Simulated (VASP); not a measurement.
# ZnO (P6_3/mmc) in VASP: a series of runs

Aim: see how the results for ZnO move with the level of theory and the settings. Levels: LDA, PBE, r2SCAN. Tasks: single point.

Program: VASP 6.6.1. These are calculated values, not measurements. Logs are shortened: lines on timing, memory, paths and dates and some standing lists are left out, and cuts for length are marked.

## Step 1: The cell of the first run

It takes space group P6_3/mmc (No. 194, hexagonal). Conventional cell: a = 2.977 Å, b = 2.977 Å, c = 5.126 Å, α = 90.00°, β = 90.00°, γ = 120.00°. Zn (site symmetry -3m) has 6 O at 2.14 Å and 2 Zn at 2.56 Å within 2.8 Å. Within 2.8 Å of O (site symmetry -6m2) lie 6 Zn at 2.14 Å.

## Step 2: Single point, LDA

Contents of INCAR:

```
PREC = Accurate
ENCUT = 520
EDIFF = 1E-6
ISMEAR = 0
SIGMA = 0.01
LREAL = F
LASPH = T
NELM = 60
ALGO = Normal
ISIF = 2
LWAVE = F
LCHARG = T
GGA = CA
LELF = T
LVHAR = T
NBANDS = 26
```

Contents of KPOINTS:

```
Automatic mesh
0
Gamma
  12 12 6
```

Contents of POSCAR:

```
ZnO
1.0
    2.9768608459      0.0000000000      0.0000000000
   -1.4884304230      2.5780371161      0.0000000000
    0.0000000000      0.0000000000      5.1256343879
Zn O
2 2
Direct
    0.0000000000      0.0000000000      0.0000000000
    0.0000000000      0.0000000000      0.5000000000
    0.3333333333      0.6666666667      0.2500000000
    0.6666666667      0.3333333333      0.7500000000
```

Potentials or basis: VASP PAW LDA potentials, release 64 (Zn, O).

The run is started by

```sh
$ cat potpaw_LDA.64/Zn/POTCAR potpaw_LDA.64/O/POTCAR > POTCAR
$ mpirun -np 1 vasp_std > vasp.out
```

OUTCAR:

```text
PREC = Accurate
   ENCUT = 520
   EDIFF = 1E-6
   ISMEAR = 0
   LREAL = F
   LASPH = T
   NELM = 60
   ISIF = 2
   GGA = CA

 ion  position               nearest neighbor table
   1  0.000  0.000  0.000-   3 2.14   4 2.14   4 2.14   3 2.14   4 2.14   3 2.14   2 2.56   2 2.56

   2  0.000  0.000  0.500-   3 2.14   4 2.14   4 2.14   3 2.14   4 2.14   3 2.14   1 2.56   1 2.56

   3  0.333  0.667  0.250-   1 2.14   2 2.14   1 2.14   2 2.14   1 2.14   2 2.14
   4  0.667  0.333  0.750-   1 2.14   2 2.14   1 2.14   2 2.14   1 2.14   2 2.14

  LATTYP: Found a hexagonal cell.
 ALAT       =     2.9768608459
 C/A-ratio  =     1.7218253231

  Lattice vectors:

 A1 = (   2.9768608459,   0.0000000000,   0.0000000000)
 A2 = (  -1.4884304230,   2.5780371161,   0.0000000000)
 A3 = (   0.0000000000,   0.0000000000,   5.1256343879)

Analysis of symmetry for initial positions (statically):
=====================================================================
 Subroutine PRICEL returns:
 Original cell was already a primitive cell.

 Routine SETGRP: Setting up the symmetry group for a
 hexagonal supercell.

 Subroutine GETGRP returns: Found 24 space group operations
 (whereof 12 operations were pure point group operations)
 out of a pool of 24 trial point group operations.

The static configuration has the point symmetry D_3d.
 The point group associated with its full space group is D_6h.

Analysis of symmetry for dynamics (positions and initial velocities):
=====================================================================
 Subroutine PRICEL returns:
 Original cell was already a primitive cell.

 Routine SETGRP: Setting up the symmetry group for a
 hexagonal supercell.

 Subroutine GETGRP returns: Found 24 space group operations
 (whereof 12 operations were pure point group operations)
 out of a pool of 24 trial point group operations.

The dynamic configuration has the point symmetry D_3d.
 The point group associated with its full space group is D_6h.

 Subroutine INISYM returns: Found 24 space group operations
 (whereof 12 operations are pure point group operations),
 and found     1 'primitive' translations

----------------------------------------------------------------------------------------

                                     Primitive cell

  volume of cell :      39.3365

  direct lattice vectors                    reciprocal lattice vectors
     2.976860846  0.000000000  0.000000000     0.335924335  0.193946005  0.000000000
    -1.488430423  2.578037116  0.000000000     0.000000000  0.387892010  0.000000000
     0.000000000  0.000000000  5.125634388     0.000000000  0.000000000  0.195097801

  length of vectors
     2.976860846  2.976860846  5.125634388     0.387892010  0.387892010  0.195097801

  position of ions in fractional coordinates (direct lattice)
     0.000000000  0.000000000  0.000000000
     0.000000000  0.000000000  0.500000000
     0.333333333  0.666666667  0.250000000
     0.666666667  0.333333333  0.750000000

  ion indices of the primitive-cell ions
   primitive index   ion index
                 1           1
                 2           2
                 3           3
                 4           4

----------------------------------------------------------------------------------------

 KPOINTS: Automatic mesh

Automatic generation of k-mesh.
 Grid dimensions read from file:
 generate k-points for:   12   12    6

 Generating k-lattice:

  Cartesian coordinates                     Fractional coordinates (reciprocal lattice)
     0.027993695  0.016162167  0.000000000     0.083333333 -0.000000000  0.000000000
     0.000000000  0.032324334  0.000000000     0.000000000  0.083333333  0.000000000
     0.000000000  0.000000000  0.032516300     0.000000000  0.000000000  0.166666667

  Length of vectors
     0.032324334  0.032324334  0.032516300

  Shift w.r.t. Gamma in fractional coordinates (k-lattice)
     0.000000000  0.000000000  0.000000000

 Subroutine IBZKPT returns following result:
 ===========================================

 Found     76 irreducible k-points:

 Following reciprocal coordinates:
            Coordinates               Weight
  0.000000  0.000000  0.000000      1.000000
  0.083333  0.000000  0.000000      6.000000
  0.166667  0.000000  0.000000      6.000000
  0.250000  0.000000  0.000000      6.000000
  0.333333  0.000000  0.000000      6.000000
  0.416667  0.000000  0.000000      6.000000
[... 16 lines left out ...]
  0.250000  0.000000  0.166667     12.000000
  0.333333  0.000000  0.166667     12.000000
 [... further k-points ...]
   k-points           NKPTS =     76   k-points in BZ     NKDIM =     76   number of bands    NBANDS=     26
   number of dos      NEDOS =    301   number of ions     NIONS =      4
   total plane-waves  NPLWV =  23040
   dimension x,y,z NGX =    24 NGY =   24 NGZ =   40
   dimension x,y,z NGXF=    48 NGYF=   48 NGZF=   80
   ions per type =               2   2
   NGX,Y,Z   is equivalent  to a cutoff of  13.40, 13.40, 12.97 a.u.
   NGXF,Y,Z  is equivalent  to a cutoff of  26.81, 26.81, 25.95 a.u.
 SYSTEM =  unknown system
   PREC   = accura    normal or accurate (medium, high low for compatibility)
   ISTART =      0    job   : 0-new  1-cont  2-samecut
   ICHARG =      2    charge: 1-file 2-atom 10-const
   ISPIN  =      1    spin polarized calculation?
   LNONCOLLINEAR =      F non collinear calculations
   LSORBIT =      F    spin-orbit coupling
   LASPH  =      T    aspherical Exc in radial PAW
   ENCUT  =  520.0 eV  38.22 Ry    6.18 a.u.   5.53  5.53  9.53*2*pi/ulx,y,z
   NELM   =     60;   NELMIN=  2; NELMDL= -5     # of ELM steps
   EDIFF  = 0.1E-05   stopping-criterion for ELM
   LREAL  =      F    real-space projection
   EDIFFG = 0.1E-04   stopping-criterion for IOM
   NSW    =      0    number of steps for IOM
   IBRION =     -1    ionic relax: 0-MD 1-quasi-New 2-CG
   NFREE  =      0    steps in history (QN), initial steepest desc. (CG)
   ISIF   =      2    stress and relaxation
   ISYM   =      2    0-nonsym 1-usesym 2-fastsym
   POTIM  = 0.5000    time-step for ionic-motion
   TEBEG  =    0.0;   TEEND  =   0.0 temperature during run
   PSTRESS=    0.0 pullay stress
   NELECT =      36.0000    total number of electrons
   NUPDOWN=      -1.0000    fix difference up-down
   EMIN   =  10.00;   EMAX   =-10.00  energy-range for DOS
   EFERMI =   0.00;   METHOD = LEGACY
   ISMEAR =     0;   SIGMA  =   0.01  broadening in eV -4-tet -1-fermi 0-gaus
   EFERMI_NEDOS =   21; number of points for ismear=-14 and -15
   IALGO  =     38    algorithm
   IMIX   =      4    mixing-type and parameters
     AMIX     =   0.40;   BMIX     =  1.00
     AMIX_MAG =   1.60;   BMIX_MAG =  1.00
  volume/ion in A,a.u.               =       9.83        66.36
  Fermi-wavevector in a.u.,A,eV,Ry     =   1.589439  3.003604 34.372624  2.526317
  Thomas-Fermi vector in A             =   2.688288
   LORBIT       =      0    0 simple, 1 ext, 2 COOP (PROOUT), +10 PAW based schemes
   GGA     = CA    functional components
   LHFCALC =     F    Hartree Fock is set to
   AEXX    =    0.0000 exact exchange contribution
   IVDW    =     0    specifies the selected vdW correction
   LEPSILON=     F    determine dielectric tensor
   LRPA    =     F    only Hartree local field effects (RPA)
 non-spin polarized calculation
 Gauss-broadening in eV      SIGMA  =   0.01
  energy-cutoff  :      520.00
  volume of cell :       39.34
 maximum number of plane-waves:      1082
 NGX is ok and might be reduce to    24
   NGX = 11   NGY = 11   NGZ = 19

 number of electron      35.9999981 magnetization

 Free energy of the ion-electron system (eV)
  ---------------------------------------------------
  ext. energy  EPLUGINS =         0.00000000
  ---------------------------------------------------
  free energy    TOTEN  =       -20.37562725 eV

  energy without entropy =      -20.37562725  energy(sigma->0) =      -20.37562725

 E-fermi :   2.5419     XC(G=0): -12.7525

 val. band max:        2.4162599422   @ k =   0.0000   0.0000   0.0000
 cond. band min:       3.1291394777   @ k =   0.0000   0.0000   0.0000
 fundamental gap:      0.7128795355
 Fermi energy:         2.5418568981

 k-point     1 :       0.0000    0.0000    0.0000
  band No.  band energies     occupation
      1     -15.9024      2.00000
      2     -14.5950      2.00000
      3      -5.1569      2.00000
      4      -3.5228      2.00000
      5      -3.5228      2.00000
      6      -3.3633      2.00000
[... 18 lines left out ...]
     25      20.1643      0.00000
     26      20.3312      0.00000

 k-point     2 :       0.0833    0.0000    0.0000
  band No.  band energies     occupation
      1     -15.8276      2.00000
      2     -14.5699      2.00000
      3      -5.0358      2.00000
      4      -3.5088      2.00000
      5      -3.5054      2.00000
      6      -3.3645      2.00000
[... 18 lines left out ...]
     25      18.9805      0.00000
     26      19.3534      0.00000

 k-point     3 :       0.1667    0.0000    0.0000
  band No.  band energies     occupation
      1     -15.6142      2.00000
      2     -14.5005      2.00000
      3      -4.6905      2.00000
      4      -3.4741      2.00000
      5      -3.4665      2.00000
      6      -3.4015      2.00000
[... 18 lines left out ...]
     25      17.1311      0.00000
     26      18.0490      0.00000

 k-point     4 :       0.2500    0.0000    0.0000
  band No.  band energies     occupation
      1     -15.2964      2.00000
      2     -14.4083      2.00000
      3      -4.2015      2.00000
      4      -3.6892      2.00000
      5      -3.4776      2.00000
      6      -3.3901      2.00000
[... 18 lines left out ...]
     25      16.7941      0.00000
     26      17.1540      0.00000

 k-point     5 :       0.3333    0.0000    0.0000
  band No.  band energies     occupation
      1     -14.9341      2.00000
      2     -14.3274      2.00000
      3      -4.3031      2.00000
      4      -3.8490      2.00000
      5      -3.5290      2.00000
      6      -3.3043      2.00000
[... 18 lines left out ...]
     25      15.8357      0.00000
     26      17.5051      0.00000

 k-point     6 :       0.4167    0.0000    0.0000
  band No.  band energies     occupation
      1     -14.6083      2.00000
      2     -14.3027      2.00000
      3      -4.8445      2.00000
      4      -3.8265      2.00000
      5      -3.5860      2.00000
      6      -3.2551      2.00000
[... 427 lines left out ...]
 k-point    21 :       0.0833    0.0000    0.1667
  band No.  band energies     occupation
      1     -15.7562      2.00000
      2     -14.6713      2.00000
      3      -4.8373      2.00000
      4      -3.4493      2.00000
      5      -3.4490      2.00000
      6      -3.3347      2.00000
[... 18 lines left out ...]
     25      18.0627      0.00000
     26      18.9042      0.00000

 k-point    22 :       0.1667    0.0000    0.1667
  band No.  band energies     occupation
      1     -15.5493      2.00000
      2     -14.5875      2.00000
      3      -4.5627      2.00000
      4      -3.4187      2.00000
      5      -3.3932      2.00000
      6      -3.3462      2.00000
[... 18 lines left out ...]
     25      17.0043      0.00000
     26      17.8996      0.00000

 k-point    23 :       0.2500    0.0000    0.1667
  band No.  band energies     occupation
      1     -15.2425      2.00000
      2     -14.4744      2.00000
      3      -4.2046      2.00000
      4      -3.6832      2.00000
      5      -3.4216      2.00000
      6      -3.3327      2.00000
[... 18 lines left out ...]
     25      16.8110      0.00000
     26      17.1530      0.00000

 k-point    24 :       0.3333    0.0000    0.1667
  band No.  band energies     occupation
      1     -14.8952      2.00000
      2     -14.3697      2.00000
      3      -4.2799      2.00000
      4      -3.9356      2.00000
      5      -3.4708      2.00000
      6      -3.3379      2.00000
[... 18 lines left out ...]
     25      15.9692      0.00000
     26      17.4172      0.00000

 [... further k-points ...]
[... 5 lines left out ...]
  --------------------------------------------------------------------------------------
  -------------------------------------------------------------------------------------
  Total       -1.2797945     -1.2797945     -1.6684743      0.0000000      0.0000000     -0.0000000
  in kB      -52.1261305    -52.1261305    -67.9570923      0.0000000      0.0000000     -0.0000000
  external PRESSURE =     -57.4031178 kB  Pullay stress =       0.0000000 kB

 VOLUME and BASIS-vectors are now :
 -----------------------------------------------------------------------------
  energy-cutoff  :      520.00
  volume of cell :       39.34
      direct lattice vectors                 reciprocal lattice vectors
     2.976860846  0.000000000  0.000000000     0.335924335  0.193946005  0.000000000
    -1.488430423  2.578037116  0.000000000     0.000000000  0.387892010  0.000000000
     0.000000000  0.000000000  5.125634388     0.000000000  0.000000000  0.195097801

 POSITION                                       TOTAL-FORCE (eV/Angst)
 -----------------------------------------------------------------------------------
      0.00000      0.00000      0.00000         0.000000      0.000000      0.000000
      0.00000      0.00000      2.56282         0.000000      0.000000      0.000000
     -0.00000      1.71869      1.28141         0.000000     -0.000000     -0.000000
      1.48843      0.85935      3.84423        -0.000000      0.000000      0.000000
 -----------------------------------------------------------------------------------
    total drift:                               -0.000000      0.000000      0.000000

  FREE ENERGIE OF THE ION-ELECTRON SYSTEM (eV)
  ---------------------------------------------------
  free  energy   TOTEN  =       -20.3756272454 eV

  energy  without entropy=      -20.3756272454  energy(sigma->0) =      -20.37562725
```

Run time: 44 s. Hardware: 1 thread of Intel Xeon Platinum 8488C (Sapphire Rapids), shared host; peak memory 0.18 GiB.

Results:

| Property | Result |
| --- | --- |
| Free energy | -20.3756 eV |
| Pressure | -5.7 GPa |
| Band gap on the k mesh | 0.71 eV, direct |

Levels at points of the mesh, in eV from the valence-band top:
```csv
k point,band 14,band 15,band 16,band 17,band 18,band 19,band 20,band 21,band 22,band 23
"(0.00, 0.00, 0.00)",-1.65,-1.23,-1.23,0.00,0.00,0.71,5.52,8.53,13.80,13.80
"(0.50, 0.00, 0.00)",-4.04,-3.51,-2.59,-0.80,-0.05,5.95,6.28,6.92,9.81,10.62
"(0.00, 0.00, 0.50)",-3.81,-0.53,-0.53,-0.53,-0.53,3.77,3.77,10.86,10.86,14.86
"(0.50, 0.00, 0.50)",-4.01,-1.43,-1.43,-1.20,-1.20,4.99,4.99,9.65,9.65,11.44
```

LDA gaps usually lie below the measured ones, often by a third to a half.

## Step 3: Single point, PBE

This run uses another cell than the first one, of 10.29 Å³/atom, 1.046 times its volume.

Contents of INCAR:

```
ALGO = Normal
EDIFF = 1E-6
ENCUT = 520
GGA = PE
ISIF = 2
ISMEAR = -1
LASPH = T
LCHARG = F
LREAL = F
LWAVE = F
NBANDS = 26
NELM = 100
PREC = Accurate
SIGMA = 0.02
```

Contents of KPOINTS:

```
k-points
0
Gamma
  12 12 6
```

Contents of POSCAR:

```
ZnO
1.0
    3.0251896613      0.0000000000      0.0000000000
   -1.5125948307      2.6198910980      0.0000000000
    0.0000000000      0.0000000000      5.1920976491
Zn O
2 2
Direct
    0.0000000000      0.0000000000      0.0000000000
    0.0000000000      0.0000000000      0.5000000000
    0.3333333333      0.6666666667      0.2500000000
    0.6666666667      0.3333333333      0.7500000000
```

Potentials or basis: VASP PAW PBE potentials, release 64 (Zn, O).

The run is started by

```sh
$ cat potpaw_PBE.64/Zn/POTCAR potpaw_PBE.64/O/POTCAR > POTCAR
$ mpirun -np 1 vasp_std > vasp.out
```

Run time: 52 s. Hardware: 1 thread of Intel Xeon Platinum 8488C (Sapphire Rapids), shared host; peak memory 0.2 GiB.

Results (log left out):

```yaml
Free_energy: -16.9543 eV
Pressure: 0.9 GPa
Band_gap_on_the_k_mesh: 0.52 eV, direct
```

Stress tensor (GPa, compression positive):
```
0.86 0.00 0.00
0.00 0.86 0.00
0.00 0.00 0.97
```

Levels at points of the mesh, in eV from the valence-band top:
```tsv
k point	band 15	band 16	band 17	band 18	band 19	band 20	band 21	band 22
(0.00, 0.00, 0.00)	-1.10	-1.10	0.00	0.00	0.52	5.49	8.33	13.72
(0.50, 0.00, 0.00)	-3.43	-2.36	-0.76	-0.05	5.96	6.23	6.71	9.82
(0.00, 0.00, 0.50)	-0.48	-0.48	-0.48	-0.48	3.60	3.60	10.84	10.84
(0.50, 0.00, 0.50)	-1.35	-1.35	-1.10	-1.10	4.99	4.99	9.49	9.49
```

As with any semilocal functional, this PBE gap is likely too small.

(Continued in part 2 of 2.)
